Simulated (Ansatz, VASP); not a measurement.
# Two plane-wave programs on CdS

```
Cd S
1.0
     4.16462    0.00000    0.00000
    -2.08231    3.60667    0.00000
     0.00000    0.00000    6.76598
Cd S
2 2
Direct
  0.33333 0.66667 0.99903
  0.66667 0.33333 0.49903
  0.33333 0.66667 0.37597
  0.66667 0.33333 0.87597
```

Alike in both runs: task single point; functional PBE; k mesh 12 × 12 × 4; occupations fermi-dirac, width 0.02 eV; no spin polarisation.

|  | VASP | Ansatz |
| --- | --- | --- |
| version | VASP 6.6.1 | Ansatz 0.2.0 |
| potentials or method | VASP PAW PBE potentials, release 64 (Cd, S) | plane waves, PAW |
| plane-wave cutoff (eV) | 520 | 420 |
| valence electrons in the cell | 36 | 52 |

|  | VASP | Ansatz | Ansatz less VASP |
| --- | --- | --- | --- |
| gap on the k mesh at the Fermi level (eV) | 1.17 | 1.17 | -0.002 |
| pressure (GPa) | 1.7 | 1.4 | -0.32 |
| traceless stress, the component that is largest in VASP (GPa) | 0.05 | 0.05 | -0.001 |

VASP's potentials hold 36 valence electrons a cell and Ansatz's 52, so a difference there can come from the potentials and not from the codes.
